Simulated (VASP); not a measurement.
Runs of VASP 6.6.1 on GaAg2P. The structure is that of space group P4/mmm (No. 123), or close to it. The cells are those of the table. 

```csv
task,cell,k mesh,cutoff (eV),gap on the mesh (eV),pressure (GPa)
single point,"a = 5.168, b = 5.168, c = 2.758 Å, 4 atoms",4 × 4 × 6,520,none,-0.1
single point,"a = 4.978, b = 4.978, c = 3.100 Å, 4 atoms",4 × 4 × 4,520,none,0.0
relaxation of cell and atoms,"relaxed from a = 3.836, b = 3.836, c = 5.221 Å, 4 atoms",4 × 4 × 4,600,none,0.2
single point,"a = 3.836, b = 3.836, c = 5.221 Å, 4 atoms",4 × 4 × 4,520,none,(a)
```

Alike in all rows: level PBE; potentials or basis VASP PAW PBE potentials, release 64 (Ga_d, Ag, P); no spin polarisation; smearing gaussian 0.1 eV.

**Question.** Estimate the missing entries.

**Answer.** (a) 69.9.

Caveats: all runs use coarse meshes.

A k mesh can miss the band edges, and the runs leave out spin-orbit coupling on Ag, Ga.

A gap of «none» marks levels without a gap at the run's occupations.
